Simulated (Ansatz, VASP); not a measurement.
## ZnAu: VASP beside Ansatz

The input INCAR:

```
SYSTEM = ZnAu
PREC = Accurate
ENCUT = 520
EDIFF = 1E-6
ISMEAR = -1
SIGMA = 0.05
LREAL = .FALSE.
LASPH = .TRUE.
NELM = 80
ALGO = Normal
ISIF = 2
LWAVE = .FALSE.
LCHARG = .FALSE.
GGA = PS
NBANDS = 18
```

KPOINTS

```
Automatic mesh
0
G
  13 13 13
  0 0 0
```

File POSCAR:

```
ZnAu
1.0
    3.0862947019      0.0000000000      0.0000000000
    0.0000000000      3.0862947019      0.0000000000
    0.0000000000      0.0000000000      3.0862947019
Zn Au
1 1
Direct
    0.5000000000      0.5000000000      0.5000000000
    0.0000000000      0.0000000000      0.0000000000
```

Input for Ansatz:

```yaml
crystal:
  lattice:
    - [3.0862947019, 0.0, 0.0]
    - [0.0, 3.0862947019, 0.0]
    - [0.0, 0.0, 3.0862947019]
  atoms:
    - { symbol: Zn, position: [0.5, 0.5, 0.5] }
    - { symbol: Au, position: [0.0, 0.0, 0.0] }
kpoints:
  mp_grid: { grid: [13, 13, 13] }
scf:
  occupations: { method: fermi_dirac, width: 0.05 }
hamiltonian:
  xc: pbesol
  pseudopotentials: { kind: all_electron, lapw: { basis_error: 0.001 } }
output:
  forces: true
  stress: true
  eigenvalues: true
```

Change from the starting cell: volume scaled by 0.9405.

Alike in both runs: task single point; functional PBEsol; k mesh 13 × 13 × 13; occupations fermi-dirac, width 0.05 eV; no spin polarisation.

|  | VASP | Ansatz |
| --- | --- | --- |
| version | VASP 6.6.1 | Ansatz 0.2.0 |
| potentials or method | VASP PAW PBE potentials, release 64 (Zn, Au), cutoff 520 eV | all-electron LAPW, scalar-relativistic |

```tsv
	VASP	Ansatz	Ansatz less VASP
pressure (GPa)	6.7	6.5	-0.18
```

VASP's potentials were made for PBE, not for PBEsol. Ansatz ran all-electron here, and VASP with PAW potentials.

Neither program's run includes spin-orbit coupling.
